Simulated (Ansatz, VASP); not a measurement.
**GaSb in VASP and in Ansatz**

```
CELL_PARAMETERS angstrom
-2.75343 2.75343 1.59071
2.75343 -2.75343 1.59071
2.75343 2.75343 -1.59071
ATOMIC_POSITIONS crystal
Sb 0.00000 0.00000 0.00000
Ga 0.75000 0.25000 0.50000
```

Alike in both runs: functional PBEsol; k mesh 7 × 7 × 7; occupations fermi-dirac, width 0.05 eV; no spin polarisation.

```csv
,VASP,Ansatz
version,VASP 6.6.1,Ansatz 0.2.0
potentials or method,"VASP PAW PBE potentials, release 64 (Sb, Ga_d), cutoff 520 eV","all-electron LAPW, scalar-relativistic"
task,single point,band structure
```

VASP gave:

| Item | Value |
| --- | --- |
| gap on the k mesh at the Fermi level (eV) | none |
| pressure (GPa) | -2.8 |
| traceless stress, the component that is largest in VASP (GPa) | -2.04 |

Task: Estimate Ansatz's values.

Result: gap on the k mesh at the Fermi level (eV): none; pressure (GPa): -2.9; traceless stress, the component that is largest in VASP (GPa): -2.02.

VASP's potentials were made for PBE, not for PBEsol. A gap of «none» marks a metal or a gap that the smearing closes. Ansatz ran all-electron here, and VASP with PAW potentials.

Neither program's run includes spin-orbit coupling. Noted on Ansatz's run: the k mesh is thin for a metal, which can move the energy by tens of meV per atom.
